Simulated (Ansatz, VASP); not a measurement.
# Na in VASP and in Ansatz

The input INCAR:

```
ALGO     = Normal         # electronic algorithm
EDIFF    = 1E-6           # SCF threshold, eV
ENCUT    = 520            # plane-wave cutoff, eV
GGA      = PE             # functional
ISIF     = 2              # what is computed and relaxed
ISMEAR   = -1             # smearing method
LASPH    = True           # aspherical terms in the spheres
LCHARG   = False          # write CHGCAR
LREAL    = False          # projectors in reciprocal space
LWAVE    = False          # write WAVECAR
NBANDS   = 14             # bands
NELM     = 60             # most SCF steps
PREC     = Accurate       # precision mode
SIGMA    = 0.05           # smearing width, eV
```

The input KPOINTS:

```
k-points
0
Gamma
  12 12 6
```

POSCAR

```
Na
1.0
    3.3184921562      0.0000000000      0.0000000000
   -1.6592460781      2.8738985096      0.0000000000
    0.0000000000      0.0000000000      5.4431067567
Na
2
Direct
    0.3333333333      0.6666666667      0.2500000000
    0.6666666667      0.3333333333      0.7500000000
```

Input for Ansatz:

```yaml
crystal:
  lattice:
    - [3.3184921562, 0.0, 0.0]
    - [-1.6592460781, 2.8738985096, 0.0]
    - [0.0, 0.0, 5.4431067567]
  atoms:
    - { symbol: Na, position: [0.3333333333, 0.6666666667, 0.25] }
    - { symbol: Na, position: [0.6666666667, 0.3333333333, 0.75] }
kpoints:
  mp_grid: { grid: [12, 12, 6] }
scf:
  occupations: { method: fermi_dirac, width: 0.05 }
hamiltonian:
  xc: pbe
  pseudopotentials: { kind: all_electron, lapw: { basis_error: 0.001 } }
output:
  forces: true
  stress: true
  eigenvalues: true
  populations: true
```

Change from the starting cell: volume scaled by 0.7, LAPW.

Alike in both runs: task single point; functional PBE; k mesh 12 × 12 × 6; occupations fermi-dirac, width 0.05 eV; no spin polarisation.

|  | VASP | Ansatz |
| --- | --- | --- |
| version | VASP 6.6.1 | Ansatz 0.2.0 |
| potentials or method | VASP PAW PBE potentials, release 64 (Na_pv), cutoff 520 eV | all-electron LAPW, scalar-relativistic |

```tsv
	VASP	Ansatz	Ansatz less VASP
pressure (GPa)	5.3	5.3	+0.07
```

Ansatz ran all-electron here, and VASP with PAW potentials.
